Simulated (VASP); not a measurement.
# MgBe2SO2 (P4mm) in VASP: further runs, part 2 of 2

VASP 6.6.1. The steps go on from the part before.

## 4. Single point, PBE, collinear spin, ferromagnetic start

This run uses another cell than the first one, of 10.31 Å³/atom.

INCAR

```
PREC     = Accurate       # precision mode
ENCUT    = 520            # plane-wave cutoff, eV
EDIFF    = 1E-6           # SCF threshold, eV
ISMEAR   = 0              # smearing method
SIGMA    = 0.1            # smearing width, eV
LREAL    = False          # projectors in reciprocal space
LASPH    = True           # aspherical terms in the spheres
NELM     = 150            # most SCF steps
ALGO     = Normal         # electronic algorithm
ISIF     = 2              # what is computed and relaxed
LWAVE    = False          # write WAVECAR
LCHARG   = False          # write CHGCAR
ISPIN    = 2              # spin polarisation
MAGMOM   = 0 0 0 0 1 1    # initial moments
LORBIT   = 11             # projections on sites
GGA      = PE             # functional
NBANDS   = 25             # bands
```

KPOINTS

```
regular mesh
0
Gamma
  6 6 4
```

POSCAR

```
MgBe2SO2
1.0
    3.3070196300      0.0000000000      0.0000000000
    0.0000000000      3.3070196300      0.0000000000
    0.0000000000      0.0000000000      5.6542690600
Mg Be S O
1 2 1 2
Direct
    0.0000000000      0.0000000000      0.1747010100
    0.5000000000      0.0000000000      0.9940500300
    0.0000000000      0.5000000000      0.9940500300
    0.5000000000      0.5000000000      0.8326429700
    0.0000000000      0.0000000000      0.6321269900
    0.5000000000      0.5000000000      0.3710280100
```

Potentials or basis: VASP PAW PBE potentials, release 64 (Mg, Be, S, O).

Command:

```console
> cat potpaw_PBE.64/Mg/POTCAR potpaw_PBE.64/Be/POTCAR potpaw_PBE.64/S/POTCAR potpaw_PBE.64/O/POTCAR > POTCAR
> mpirun -np 1 vasp_std > vasp.out
```

OUTCAR:

```text
PREC = Accurate
   ENCUT = 520
   EDIFF = 1E-6
   ISMEAR = 0
   LREAL = False
   LASPH = True
   NELM = 150
   ISIF = 2
   ISPIN = 2
   LORBIT = 11
   GGA = PE

 ion  position               nearest neighbor table
   1  0.000  0.000  0.175-   2 1.94   3 1.94   3 1.94   2 1.94   5 2.59   6 2.59   6 2.59   6 2.59
                             6 2.59   4 3.03   4 3.03   4 3.03   4 3.03
   2  0.500  0.000  0.994-   4 1.89   4 1.89   1 1.94   1 1.94   3 2.34   3 2.34   3 2.34   3 2.34

   3  0.000  0.500  0.994-   4 1.89   4 1.89   1 1.94   1 1.94   2 2.34   2 2.34   2 2.34   2 2.34

   4  0.500  0.500  0.833-   2 1.89   3 1.89   2 1.89   3 1.89   1 3.03   1 3.03   1 3.03   1 3.03

   5  0.000  0.000  0.632-   1 2.59
   6  0.500  0.500  0.371-   1 2.59   1 2.59   1 2.59   1 2.59

  LATTYP: Found a simple tetragonal cell.
 ALAT       =     3.3070196300
 C/A-ratio  =     1.7097778945

  Lattice vectors:

 A1 = (   3.3070196300,   0.0000000000,   0.0000000000)
 A2 = (   0.0000000000,   3.3070196300,   0.0000000000)
 A3 = (   0.0000000000,   0.0000000000,   5.6542690600)

Analysis of symmetry for initial positions (statically):
[... 1515 lines left out ...]
  Total       14.7524061     14.7524061      9.3542343      0.0000000     -0.0000000      0.0000000
  in kB      382.2288155    382.2288155    242.3643902      0.0000000     -0.0000000      0.0000000
  external PRESSURE =     335.6073404 kB  Pullay stress =       0.0000000 kB

 VOLUME and BASIS-vectors are now :
 -----------------------------------------------------------------------------
  energy-cutoff  :      520.00
  volume of cell :       61.84
      direct lattice vectors                 reciprocal lattice vectors
     3.307019630  0.000000000  0.000000000     0.302387077  0.000000000  0.000000000
     0.000000000  3.307019630  0.000000000     0.000000000  0.302387077  0.000000000
     0.000000000  0.000000000  5.654269060     0.000000000  0.000000000  0.176857519

 POSITION                                       TOTAL-FORCE (eV/Angst)
 -----------------------------------------------------------------------------------
      0.00000      0.00000      0.98781         0.000000      0.000000     13.516822
      1.65351      0.00000      5.62063        -0.000000      0.000000     -2.931809
      0.00000      1.65351      5.62063        -0.000000      0.000000     -2.931809
      1.65351      1.65351      4.70799        -0.000000      0.000000     -4.134628
      0.00000      0.00000      3.57422        -0.000000      0.000000     -0.393564
      1.65351      1.65351      2.09789        -0.000000     -0.000000     -3.125011
 -----------------------------------------------------------------------------------
    total drift:                                0.000000      0.000000     -0.000406

  FREE ENERGIE OF THE ION-ELECTRON SYSTEM (eV)
  ---------------------------------------------------
  free  energy   TOTEN  =       -16.2994408995 eV

  energy  without entropy=      -16.2858536528  energy(sigma->0) =      -16.29264728

 total charge

# of ion       s       p       d       tot
------------------------------------------
    1        0.320   0.229   0.049   0.599
    2        0.510   0.929   0.000   1.439
    3        0.510   0.929   0.000   1.439
    4        1.377   2.430   0.000   3.807
    5        1.612   3.123   0.000   4.735
    6        1.606   3.142   0.000   4.748
--------------------------------------------------
tot          5.935  10.783   0.049  16.768

 magnetization (x)

# of ion       s       p       d       tot
------------------------------------------
    1        0.005  -0.008  -0.002  -0.006
    2       -0.007   0.004   0.000  -0.003
    3       -0.007   0.004   0.000  -0.003
    4        0.018   0.060   0.000   0.079
    5        0.010   0.856   0.000   0.866
    6        0.001   0.223   0.000   0.225
--------------------------------------------------
tot          0.021   1.138  -0.002   1.157
```

stdout:

```text
POSCAR found type information on POSCAR MgBeS O
 POSCAR found :  4 types and       6 ions
 scaLAPACK will be used
 LDA part: xc-table for (Slater+PW92), standard interpolation
 POSCAR, INCAR and KPOINTS ok, starting setup
 FFT: planning ... GRIDC
 FFT: planning ... GRID_SOFT
 FFT: planning ... GRID
 WAVECAR not read
 entering main loop
```

Wall time 70 s (1 thread of AMD EPYC 9R45 (Zen 5), shared host); peak memory 0.22 GiB.

What came out:

```yaml
Free_energy: -16.2994 eV
Pressure: 33.6 GPa
Largest_force: 13.517 eV/Å
Net_moment: 1.33 μB per cell
Site_moments: Mg -0.01; Be -0.00; S +0.08; O +0.87, +0.23 μB
Valence_electrons_inside_the_program's_atomic_spheres: Mg 0.60; Be 1.44; S 3.81; O 4.74, 4.75
```

Forces on the atoms (eV/Å):
```
Mg   0.000  0.000 13.517
Be   0.000  0.000 -2.932
Be   0.000  0.000 -2.932
S    0.000  0.000 -4.135
O    0.000  0.000 -0.394
O    0.000  0.000 -3.125
```

Stress tensor (GPa, compression positive):
```
38.22  0.00  0.00
 0.00 38.22  0.00
 0.00  0.00 24.24
```

Caveat: the cell stands under pressure; forces of over 1 eV/Å act on the atoms, so gaps and moduli don't describe the material at rest.

## 5. The runs side by side

```tsv
spin	cell	k mesh	gap on the mesh (eV)	pressure (GPa)	moment (μB)	largest force (eV/Å)
collinear	a = 3.110, b = 3.110, c = 7.582 Å, 6 atoms, atomic positions A	12 × 12 × 6	none	-0.2	0.88	0.04
off	a = 3.307, b = 3.307, c = 5.654 Å, 6 atoms, atomic positions B	6 × 6 × 4	none	31.6	-	13.44
collinear, ferromagnetic start	a = 3.307, b = 3.307, c = 5.654 Å, 6 atoms, atomic positions B	6 × 6 × 4	none	33.6	1.33	13.52
```

Alike in all rows: task single point; level PBE; potentials or basis VASP PAW PBE potentials, release 64 (Mg, Be, S, O); cutoff (eV) 520; smearing gaussian 0.1 eV.

Caveats: the cell stands under pressure (at least some runs); forces of over 1 eV/Å act on the atoms, so gaps and moduli don't describe the material at rest (at least some runs); semilocal functionals underestimate gaps, so a narrow gap can read as zero (at least some runs).

Total energies depend on the potentials used, so only differences within one code and one set of settings carry meaning.
